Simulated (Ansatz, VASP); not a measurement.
# C: VASP beside Ansatz

```
C
1.0
     2.48251    0.00000    0.00000
    -1.24126    2.14992    0.00000
     0.00000    0.00000    4.19792
C
4
Direct
  0.33333 0.66667 0.99978
  0.66667 0.33333 0.49978
  0.33333 0.66667 0.37422
  0.66667 0.33333 0.87422
```

Change from the starting cell: strained cell.

Alike in both runs: functional LDA; k mesh 9 × 9 × 6; occupations gaussian, width 0.02 eV; no spin polarisation.

Ansatz relaxed the structure, and its values are those at the end. VASP's run is a single point on that final structure, the one shown.

```csv
,VASP,Ansatz
version,VASP 6.6.1,Ansatz 0.2.0
potentials or method,"VASP PAW LDA potentials, release 64 (C_h), cutoff 910 eV","scalar-relativistic, plane waves, PAW"
valence electrons in the cell,16,16
```

Ansatz gave:

```
gap on the k mesh at the Fermi level (eV) : 3.07
least direct gap on the mesh (eV)         : 4.89
rms of the force components (eV/Å)        : 0.001
```

Question: What did VASP give for the same quantities?

Answer: gap on the k mesh at the Fermi level (eV): 3.05; least direct gap on the mesh (eV): 4.90; rms of the force components (eV/Å): 0.004.

Ansatz warns that its potentials were made for another functional, while VASP's fit it. LDA's correlation is that of Perdew and Zunger in VASP and of Perdew and Wang (1992) in Ansatz. Ansatz's warnings: stress scf threshold loose.

Noted on VASP's run: the cutoff is short for stress, so the pressure is rough.
